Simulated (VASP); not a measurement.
# PbF2 (Pnma) in VASP: a series of runs

PbF2 is run at these levels: r2SCAN, PBE; tasks: electric field gradients.

Program: VASP 6.6.1. These are calculated values, not measurements. Logs are shortened: lines on timing, memory, paths and dates and some standing lists are left out, and cuts for length are marked.

### 1 The cell of the first run

The structure is orthorhombic, space group Pnma (No. 62). The conventional cell has a = 6.427 Å, b = 3.891 Å, c = 7.636 Å, α = 90.00°, β = 90.00°, γ = 90.00°. Within 3.2 Å of Pb (site symmetry m) lie 9 F at 2.45 to 3.04 Å. Within 3.3 Å of F (site symmetry m) lie 4 Pb at 2.46 to 2.58 Å and 8 F at 2.85 to 3.21 Å. F (site symmetry m) has 5 Pb at 2.45 to 3.04 Å and 7 F at 2.97 to 3.11 Å within 3.2 Å.

### 2 Electric field gradients, r2SCAN

POSCAR

```
PbF2
1.0
    6.4268900000      0.0000000000      0.0000000000
    0.0000000000      3.8909800000      0.0000000000
    0.0000000000      0.0000000000      7.6357400000
Pb F
4 8
Direct
    0.7447269458      0.7500000000      0.1063009767
    0.2552730542      0.2500000000      0.8936990233
    0.7552730542      0.2500000000      0.6063009767
    0.2447269458      0.7500000000      0.3936990233
    0.1409329427      0.7500000000      0.0667373387
    0.8590670573      0.2500000000      0.9332626613
    0.3590670573      0.2500000000      0.5667373387
    0.6409329427      0.7500000000      0.4332626613
    0.5259929511      0.7500000000      0.8429591966
    0.4740070489      0.2500000000      0.1570408034
    0.9740070489      0.2500000000      0.3429591966
    0.0259929511      0.7500000000      0.6570408034
```

INCAR.step1

```
PREC = Accurate
ENCUT = 520
ISMEAR = -1
SIGMA = 0.02
LREAL = False
LASPH = True
NELM = 100
NBANDS = 68
GGA = PE
ALGO = Normal
EDIFF = 1E-4
LWAVE = True
LCHARG = False
```

INCAR.step2

```
PREC = Accurate
ENCUT = 520
EDIFF = 1E-8
ISMEAR = -1
SIGMA = 0.02
LREAL = False
LASPH = True
NELM = 100
ALGO = Normal
ISIF = 2
LWAVE = False
LCHARG = False
METAGGA = R2SCAN
LMIXTAU = True
LEFG = True
NBANDS = 68
ISTART = 1
```

KPOINTS

```
regular mesh
0
Gamma
  4 6 3
```

Potentials or basis: VASP PAW PBE potentials, release 64 (Pb_d, F).

Run with:

```bash
$ cat potpaw_PBE.64/Pb_d/POTCAR potpaw_PBE.64/F/POTCAR > POTCAR
$ cp INCAR.step1 INCAR
$ mpirun -np 1 vasp_std > vasp.out
$ cp INCAR.step2 INCAR
$ mpirun -np 1 vasp_std > vasp.out
```

OUTCAR:

```text
PREC = Accurate
   ENCUT = 520
   EDIFF = 1E-8
   ISMEAR = -1
   LREAL = False
   LASPH = True
   NELM = 100
   ISIF = 2
   METAGGA = R2SCAN
   ISTART = 1

 ion  position               nearest neighbor table
   1  0.745  0.750  0.106-   9 2.45   6 2.46   6 2.46   5 2.56   8 2.58  10 2.64  10 2.64   4 3.89
                             4 3.89   2 4.04   2 4.04
   2  0.255  0.250  0.894-  10 2.45   5 2.46   5 2.46   6 2.56   7 2.58   9 2.64   9 2.64   3 3.89
                             3 3.89   1 4.04   1 4.04
   3  0.755  0.250  0.606-  11 2.45   8 2.46   8 2.46   7 2.56   6 2.58  12 2.64  12 2.64   2 3.89
                             2 3.89   4 4.04   4 4.04
   4  0.245  0.750  0.394-  12 2.45   7 2.46   7 2.46   8 2.56   5 2.58  11 2.64  11 2.64   1 3.89
                             1 3.89   3 4.04   3 4.04
   5  0.141  0.750  0.067-   2 2.46   2 2.46   1 2.56   4 2.58
   6  0.859  0.250  0.933-   1 2.46   1 2.46   2 2.56   3 2.58
   7  0.359  0.250  0.567-   4 2.46   4 2.46   3 2.56   2 2.58
   8  0.641  0.750  0.433-   3 2.46   3 2.46   4 2.56   1 2.58
   9  0.526  0.750  0.843-   1 2.45   2 2.64   2 2.64
  10  0.474  0.250  0.157-   2 2.45   1 2.64   1 2.64
  11  0.974  0.250  0.343-   3 2.45   4 2.64   4 2.64
  12  0.026  0.750  0.657-   4 2.45   3 2.64   3 2.64

  LATTYP: Found a simple orthorhombic cell.
 ALAT       =     3.8909800000
 B/A-ratio  =     1.6517406926
 C/A-ratio  =     1.9624207783

  Lattice vectors:

 A1 = (   0.0000000000,  -3.8909800000,   0.0000000000)
 A2 = (   6.4268900000,   0.0000000000,   0.0000000000)
 A3 = (   0.0000000000,   0.0000000000,   7.6357400000)

Analysis of symmetry for initial positions (statically):
=====================================================================
 Subroutine PRICEL returns:
 Original cell was already a primitive cell.

 Routine SETGRP: Setting up the symmetry group for a
 simple orthorhombic supercell.

 Subroutine GETGRP returns: Found  8 space group operations
 (whereof  2 operations were pure point group operations)
 out of a pool of  8 trial point group operations.

The static configuration has the point symmetry S_2 .
 The point group associated with its full space group is D_2h.

Analysis of symmetry for dynamics (positions and initial velocities):
=====================================================================
 Subroutine PRICEL returns:
 Original cell was already a primitive cell.

 Routine SETGRP: Setting up the symmetry group for a
 simple orthorhombic supercell.
[... 1900 lines left out ...]
     0.000000000  3.890980000  0.000000000     0.000000000  0.257004662  0.000000000
     0.000000000  0.000000000  7.635740000     0.000000000  0.000000000  0.130963076

 POSITION                                       TOTAL-FORCE (eV/Angst)
 -----------------------------------------------------------------------------------
      4.78628      2.91824      0.81169         0.019665     -0.000000     -0.046751
      1.64061      0.97274      6.82405        -0.019665      0.000000      0.046751
      4.85406      0.97274      4.62956        -0.019665      0.000000     -0.046751
      1.57283      2.91824      3.00618         0.019665     -0.000000      0.046751
      0.90576      2.91824      0.50959        -0.000058      0.000000     -0.043073
      5.52113      0.97274      7.12615         0.000058     -0.000000      0.043073
      2.30768      0.97274      4.32746         0.000058      0.000000     -0.043073
      4.11921      2.91824      3.30828        -0.000058      0.000000      0.043073
      3.38050      2.91824      6.43662         0.008285     -0.000000      0.047552
      3.04639      0.97274      1.19912        -0.008285      0.000000     -0.047552
      6.25984      0.97274      2.61875        -0.008285     -0.000000      0.047552
      0.16705      2.91824      5.01699         0.008285      0.000000     -0.047552
 -----------------------------------------------------------------------------------
    total drift:                                0.000000      0.000000     -0.000000

  FREE ENERGIE OF THE ION-ELECTRON SYSTEM (eV)
  ---------------------------------------------------
  free  energy   TOTEN  =      -280.6170249955 eV

  energy  without entropy=     -280.6170249955  energy(sigma->0) =     -280.61702500

 Electric field gradients (V/A^2)
---------------------------------------------------------------------
 ion       V_xx      V_yy      V_zz      V_xy      V_xz      V_yz
---------------------------------------------------------------------
   1      26.521     8.289   -34.811     0.000    -0.476     0.000
   2      26.521     8.289   -34.811    -0.000    -0.476     0.000
   3      26.521     8.289   -34.811     0.000     0.476     0.000
   4      26.521     8.289   -34.811    -0.000     0.476     0.000
   5      -7.925     4.668     3.257     0.000   -14.714    -0.000
   6      -7.925     4.668     3.257     0.000   -14.714     0.000
   7      -7.925     4.668     3.257    -0.000    14.714     0.000
   8      -7.925     4.668     3.257     0.000    14.714     0.000
   9       2.915    -0.527    -2.388    -0.000     8.077     0.000
  10       2.915    -0.527    -2.388     0.000     8.077     0.000
  11       2.915    -0.527    -2.388    -0.000    -8.077    -0.000
  12       2.915    -0.527    -2.388     0.000    -8.077    -0.000
---------------------------------------------------------------------

 Electric field gradients after diagonalization (V/A^2)
 (convention: |V_zz| > |V_xx| > |V_yy|)
----------------------------------------------------------------------
 ion       V_xx      V_yy      V_zz     asymmetry (V_yy - V_xx)/ V_zz
----------------------------------------------------------------------
   1      26.525     8.289   -34.814       0.524
   2      26.525     8.289   -34.814       0.524
   3      26.525     8.289   -34.814       0.524
   4      26.525     8.289   -34.814       0.524
   5      13.407     4.668   -18.075       0.483
   6      13.407     4.668   -18.075       0.483
   7      13.407     4.668   -18.075       0.483
   8      13.407     4.668   -18.075       0.483
   9      -8.237    -0.527     8.764       0.880
  10      -8.237    -0.527     8.764       0.880
  11      -8.237    -0.527     8.764       0.880
  12      -8.237    -0.527     8.764       0.880
----------------------------------------------------------------------

           NMR quadrupolar parameters

 Cq : quadrupolar parameter    Cq=e*Q*V_zz/h
 eta: asymmetry parameters     (V_yy - V_xx)/ V_zz
 Q  : nuclear electric quadrupole moment in mb (millibarn)
----------------------------------------------------------------------
 ion       Cq(MHz)       eta       Q (mb)
----------------------------------------------------------------------
   1      -0.084       0.524       1.000
   2      -0.084       0.524       1.000
   3      -0.084       0.524       1.000
   4      -0.084       0.524       1.000
   5      -0.044       0.483       1.000
   6      -0.044       0.483       1.000
   7      -0.044       0.483       1.000
   8      -0.044       0.483       1.000
   9       0.021       0.880       1.000
  10       0.021       0.880       1.000
  11       0.021       0.880       1.000
  12       0.021       0.880       1.000
----------------------------------------------------------------------
```

OUTCAR.step1:

```text
PREC = Accurate
   ENCUT = 520
   ISMEAR = -1
   LREAL = False
   LASPH = True
   NELM = 100
[... 1968 lines left out ...]
      3.04639      0.97274      1.19912         0.001958      0.000000      0.010540
      6.25984      0.97274      2.61875         0.001958     -0.000000     -0.010540
      0.16705      2.91824      5.01699        -0.001958      0.000000      0.010540
 -----------------------------------------------------------------------------------
    total drift:                                0.000000      0.000000     -0.000000

  FREE ENERGIE OF THE ION-ELECTRON SYSTEM (eV)
  ---------------------------------------------------
  free  energy   TOTEN  =       -57.0151700015 eV

  energy  without entropy=      -57.0151700015  energy(sigma->0) =      -57.01517000
```

It took 15 min on 1 thread of Intel Xeon Platinum 8259CL at 2.50GHz (Skylake/Cascade Lake), shared host; peak memory 0.45 GiB.

What came out:

```yaml
Free_energy: -280.6170 eV
Pressure: -0.4 GPa
Largest_force: 0.051 eV/Å
Band_gap_on_the_k_mesh: 4.74 eV, indirect (least direct gap 5.01 eV)
```

Forces in eV/Å, atoms in the order of the input:
```
Pb   0.020  0.000 -0.047
Pb  -0.020  0.000  0.047
Pb  -0.020  0.000 -0.047
Pb   0.020  0.000  0.047
F    0.000  0.000 -0.043
F    0.000  0.000  0.043
F    0.000  0.000 -0.043
F    0.000  0.000  0.043
F    0.008  0.000  0.048
F   -0.008  0.000 -0.048
F   -0.008  0.000  0.048
F    0.008  0.000 -0.048
```

Levels at points of the mesh, in eV from the valence-band top:
```
           k point  band 53  band 54  band 55  band 56  band 57  band 58  band 59  band 60
(0.00, 0.00, 0.00)    -1.88    -0.35    -0.30    -0.27     4.74     5.39     6.17     6.21
(0.50, 0.00, 0.00)    -1.00    -1.00    -0.27    -0.27     4.89     4.89     5.93     5.93
(0.00, 0.50, 0.00)    -0.72    -0.72    -0.13    -0.13     5.35     5.35     6.16     6.16
(0.50, 0.50, 0.00)    -0.49    -0.49    -0.49    -0.49     5.41     5.41     5.41     5.41
```

Electric field gradients, principal values (V/Å²):
| atom | least | middle | greatest (by size) |
| --- | --- | --- | --- |
| 1 Pb | 8.289 | 26.525 | -34.814 |
| 2 Pb | 8.289 | 26.525 | -34.814 |
| 3 Pb | 8.289 | 26.525 | -34.814 |
| 4 Pb | 8.289 | 26.525 | -34.814 |
| 5 F | 4.668 | 13.407 | -18.075 |
| 6 F | 4.668 | 13.407 | -18.075 |
| 7 F | 4.668 | 13.407 | -18.075 |
| 8 F | 4.668 | 13.407 | -18.075 |
| 9 F | -0.527 | -8.237 | 8.764 |
| 10 F | -0.527 | -8.237 | 8.764 |
| 11 F | -0.527 | -8.237 | 8.764 |
| 12 F | -0.527 | -8.237 | 8.764 |

Caveat: without QUAD_EFG the Cq values of the log hold for a quadrupole moment of 1 mb, not for the nuclei; the PAW data sets were made with another functional, which shifts forces and pressure a little; spin-orbit coupling is left out, which moves the levels of the heavy elements. A k mesh can miss the band edges.

### 3 Electric field gradients, PBE

INCAR

```
SYSTEM = PbF2
PREC = Accurate
ENCUT = 520
EDIFF = 1E-8
ISMEAR = -1
SIGMA = 0.02
LREAL = .FALSE.
LASPH = .TRUE.
NELM = 100
ALGO = Normal
ISIF = 2
LWAVE = .FALSE.
LCHARG = .FALSE.
GGA = PE
LEFG = .TRUE.
NBANDS = 68
```

KPOINTS

```
Automatic mesh
0
G
  4 6 3
  0 0 0
```

POSCAR

```
PbF2
1.0
    6.4268900000      0.0000000000      0.0000000000
    0.0000000000      3.8909800000      0.0000000000
    0.0000000000      0.0000000000      7.6357400000
Pb F
4 8
Direct
    0.7560000000      0.7500000000      0.1030000000
    0.2440000000      0.2500000000      0.8970000000
    0.7440000000      0.2500000000      0.6030000000
    0.2560000000      0.7500000000      0.3970000000
    0.1420000000      0.7500000000      0.0850000000
    0.8580000000      0.2500000000      0.9150000000
    0.3580000000      0.2500000000      0.5850000000
    0.6420000000      0.7500000000      0.4150000000
    0.5510000000      0.7500000000      0.8140000000
    0.4490000000      0.2500000000      0.1860000000
    0.9490000000      0.2500000000      0.3140000000
    0.0510000000      0.7500000000      0.6860000000
```

Potentials or basis: VASP PAW PBE potentials, release 64 (Pb_d, F).

Run with:

```bash
$ cat potpaw_PBE.64/Pb_d/POTCAR potpaw_PBE.64/F/POTCAR > POTCAR
$ mpirun -np 1 vasp_std > vasp.out
```

OUTCAR:

```text
SYSTEM = PbF2
   PREC = Accurate
   ENCUT = 520
   EDIFF = 1E-8
   ISMEAR = -1
   LREAL = .FALSE.
   LASPH = .TRUE.
   NELM = 100
   ISIF = 2
   GGA = PE

 ion  position               nearest neighbor table
   1  0.756  0.750  0.103-   5 2.48   8 2.49   6 2.51   6 2.51   9 2.57  11 2.81  11 2.81  10 2.84
                            10 2.84   4 3.92   4 3.92   2 4.01   2 4.01   2 4.13   2 4.13
   2  0.244  0.250  0.897-   6 2.48   7 2.49   5 2.51   5 2.51  10 2.57  12 2.81  12 2.81   9 2.84
                             9 2.84   3 3.92   3 3.92   1 4.01   1 4.01   1 4.13   1 4.13
   3  0.744  0.250  0.603-   7 2.48   6 2.49   8 2.51   8 2.51  11 2.57   9 2.81   9 2.81  12 2.84
                            12 2.84   2 3.92   2 3.92   4 4.01   4 4.01   4 4.13   4 4.13
   4  0.256  0.750  0.397-   8 2.48   5 2.49   7 2.51   7 2.51  12 2.57  10 2.81  10 2.81  11 2.84
                            11 2.84   1 3.92   1 3.92   3 4.01   3 4.01   3 4.13   3 4.13
   5  0.142  0.750  0.085-   1 2.48   4 2.49   2 2.51   2 2.51
   6  0.858  0.250  0.915-   2 2.48   3 2.49   1 2.51   1 2.51
   7  0.358  0.250  0.585-   3 2.48   2 2.49   4 2.51   4 2.51
   8  0.642  0.750  0.415-   4 2.48   1 2.49   3 2.51   3 2.51
   9  0.551  0.750  0.814-   1 2.57   3 2.81   3 2.81   2 2.84   2 2.84
  10  0.449  0.250  0.186-   2 2.57   4 2.81   4 2.81   1 2.84   1 2.84
  11  0.949  0.250  0.314-   3 2.57   1 2.81   1 2.81   4 2.84   4 2.84
  12  0.051  0.750  0.686-   4 2.57   2 2.81   2 2.81   3 2.84   3 2.84

  LATTYP: Found a simple orthorhombic cell.
 ALAT       =     3.8909800000
 B/A-ratio  =     1.6517406926
 C/A-ratio  =     1.9624207783

  Lattice vectors:

 A1 = (   0.0000000000,  -3.8909800000,   0.0000000000)
 A2 = (   6.4268900000,   0.0000000000,   0.0000000000)
 A3 = (   0.0000000000,   0.0000000000,   7.6357400000)

Analysis of symmetry for initial positions (statically):
=====================================================================
 Subroutine PRICEL returns:
 Original cell was already a primitive cell.

 Routine SETGRP: Setting up the symmetry group for a
 simple orthorhombic supercell.

 Subroutine GETGRP returns: Found  8 space group operations
 (whereof  2 operations were pure point group operations)
[... 1926 lines left out ...]
      2.88567      0.97274      1.42025         0.131148      0.000000     -0.174614
      6.09912      0.97274      2.39762         0.131148      0.000000      0.174614
      0.32777      2.91824      5.23812        -0.131148     -0.000000     -0.174614
 -----------------------------------------------------------------------------------
    total drift:                                0.000000     -0.000000     -0.000000

  FREE ENERGIE OF THE ION-ELECTRON SYSTEM (eV)
  ---------------------------------------------------
  free  energy   TOTEN  =       -56.7007927841 eV

  energy  without entropy=      -56.7007927841  energy(sigma->0) =      -56.70079278

 Electric field gradients (V/A^2)
---------------------------------------------------------------------
 ion       V_xx      V_yy      V_zz      V_xy      V_xz      V_yz
---------------------------------------------------------------------
   1      11.032    42.222   -53.254    -0.000    17.890    -0.000
   2      11.032    42.222   -53.254     0.000    17.890     0.000
   3      11.032    42.222   -53.254    -0.000   -17.890     0.000
   4      11.032    42.222   -53.254    -0.000   -17.890     0.000
   5       2.279   -10.034     7.755     0.000    -8.635    -0.000
   6       2.279   -10.034     7.755     0.000    -8.635    -0.000
   7       2.279   -10.034     7.755     0.000     8.635     0.000
   8       2.279   -10.034     7.755     0.000     8.635     0.000
   9      -6.588    -0.381     6.969     0.000   -13.960     0.000
  10      -6.588    -0.381     6.969    -0.000   -13.960    -0.000
  11      -6.588    -0.381     6.969    -0.000    13.960    -0.000
  12      -6.588    -0.381     6.969     0.000    13.960     0.000
---------------------------------------------------------------------

 Electric field gradients after diagonalization (V/A^2)
 (convention: |V_zz| > |V_xx| > |V_yy|)
----------------------------------------------------------------------
 ion       V_xx      V_yy      V_zz     asymmetry (V_yy - V_xx)/ V_zz
----------------------------------------------------------------------
   1      42.222    15.675   -57.897       0.459
   2      42.222    15.675   -57.897       0.459
   3      42.222    15.675   -57.897       0.459
   4      42.222    15.675   -57.897       0.459
   5     -10.034    -4.042    14.076       0.426
   6     -10.034    -4.042    14.076       0.426
   7     -10.034    -4.042    14.076       0.426
   8     -10.034    -4.042    14.076       0.426
   9     -15.328    -0.381    15.710       0.951
  10     -15.328    -0.381    15.710       0.951
  11     -15.328    -0.381    15.710       0.951
  12     -15.328    -0.381    15.710       0.951
----------------------------------------------------------------------

           NMR quadrupolar parameters

 Cq : quadrupolar parameter    Cq=e*Q*V_zz/h
 eta: asymmetry parameters     (V_yy - V_xx)/ V_zz
 Q  : nuclear electric quadrupole moment in mb (millibarn)
----------------------------------------------------------------------
 ion       Cq(MHz)       eta       Q (mb)
----------------------------------------------------------------------
   1      -0.140       0.459       1.000
   2      -0.140       0.459       1.000
   3      -0.140       0.459       1.000
   4      -0.140       0.459       1.000
   5       0.034       0.426       1.000
   6       0.034       0.426       1.000
   7       0.034       0.426       1.000
   8       0.034       0.426       1.000
   9       0.038       0.951       1.000
  10       0.038       0.951       1.000
  11       0.038       0.951       1.000
  12       0.038       0.951       1.000
----------------------------------------------------------------------
```

stdout:

```text
POSCAR found type information on POSCAR PbF
 POSCAR found :  2 types and      12 ions
 scaLAPACK will be used
 LDA part: xc-table for (Slater+PW92), standard interpolation
 POSCAR, INCAR and KPOINTS ok, starting setup
 FFT: planning ... GRIDC
 FFT: planning ... GRID_SOFT
 FFT: planning ... GRID
 WAVECAR not read
 entering main loop
ion   1

ion   2

ion   3

ion   4

ion   5

ion   6

ion   7

ion   8

ion   9

ion  10

ion  11

ion  12
```

Wall time 4.8 min (1 thread of Intel Xeon Platinum 8488C (Sapphire Rapids), shared host); peak memory 0.39 GiB.

What came out:

```
Free energy            : -56.7008 eV
Pressure               : 1.6 GPa
Largest force          : 0.433 eV/Å
Band gap on the k mesh : 4.29 eV, indirect (least direct gap 4.31 eV)
```

Forces on the atoms (eV/Å):
```
Pb  -0.151  0.000 -0.002
Pb   0.151  0.000  0.002
Pb   0.151  0.000 -0.002
Pb  -0.151  0.000  0.002
F   -0.083  0.000 -0.425
F    0.083  0.000  0.425
F    0.083  0.000 -0.425
F   -0.083  0.000  0.425
F   -0.131  0.000  0.175
F    0.131  0.000 -0.175
F    0.131  0.000  0.175
F   -0.131  0.000 -0.175
```

Stress tensor (GPa, compression positive):
```
1.88 0.00 0.00
0.00 1.60 0.00
0.00 0.00 1.42
```

Electric field gradients, principal values (V/Å²):
```tsv
atom	least	middle	greatest (by size)
1 Pb	15.675	42.222	-57.897
2 Pb	15.675	42.222	-57.897
3 Pb	15.675	42.222	-57.897
4 Pb	15.675	42.222	-57.897
5 F	-4.042	-10.034	14.076
6 F	-4.042	-10.034	14.076
7 F	-4.042	-10.034	14.076
8 F	-4.042	-10.034	14.076
9 F	-0.381	-15.328	15.710
10 F	-0.381	-15.328	15.710
11 F	-0.381	-15.328	15.710
12 F	-0.381	-15.328	15.710
```

Caveat: without QUAD_EFG the Cq values of the log hold for a quadrupole moment of 1 mb, not for the nuclei; spin-orbit coupling is left out, which moves the levels of the heavy elements. A k mesh can miss the band edges.
